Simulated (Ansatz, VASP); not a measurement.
**HfO2, level by level in two programs**

```
CELL_PARAMETERS angstrom
3.50993 0.00000 0.00000
0.00000 3.50993 0.00000
0.00000 0.00000 5.10196
ATOMIC_POSITIONS crystal
Hf 0.00000 0.00000 0.00000
Hf 0.50000 0.50000 0.50000
O 0.00000 0.50000 0.19721
O 0.50000 0.00000 0.30279
O 0.50000 0.00000 0.80279
O 0.00000 0.50000 0.69721
```

Single points on this cell with VASP 6.6.1 and Ansatz 0.2.0. Each row is one pair of runs. Alike in all rows: spin: off; k mesh: 8 × 8 × 5; smearing: fermi-dirac, width 0.05 eV.

```tsv
level	VASP's potentials, cutoff	Ansatz's potentials, cutoff	gap on the k mesh at the Fermi level (eV), VASP	gap on the k mesh at the Fermi level (eV), Ansatz	least direct gap on the mesh (eV), VASP	least direct gap on the mesh (eV), Ansatz	pressure (GPa), VASP	pressure (GPa), Ansatz
PBE	VASP PAW PBE potentials, release 64 (Hf_pv, O), 520 eV	Ansatz PAW, 420 eV	4.89	4.92	4.99	5.00	18.6	22.4
r2SCAN	VASP PAW PBE potentials, release 64 (Hf_pv, O), 520 eV	Ansatz PAW, 500 eV	5.46	5.49	5.55	5.56	12.5	16.5
LDA	VASP PAW LDA potentials, release 64 (Hf_pv, O), 520 eV	Ansatz PAW, 420 eV	?	4.71	?	4.79	?	6.4
```

Question: Fill in what VASP gave in row 3.

Answer: gap on the k mesh at the Fermi level (eV): 4.69; least direct gap on the mesh (eV): 4.80; pressure (GPa): 3.6.

VASP's potentials hold 44 valence electrons a cell and Ansatz's 76, so a difference there can come from the potentials and not from the codes.

Spin-orbit coupling is off throughout. Noted on Ansatz's runs: odd divisions of the mesh miss points on the zone boundary, where band edges often lie, so the gap on the mesh can be too wide; Pulay correction over one GPa.
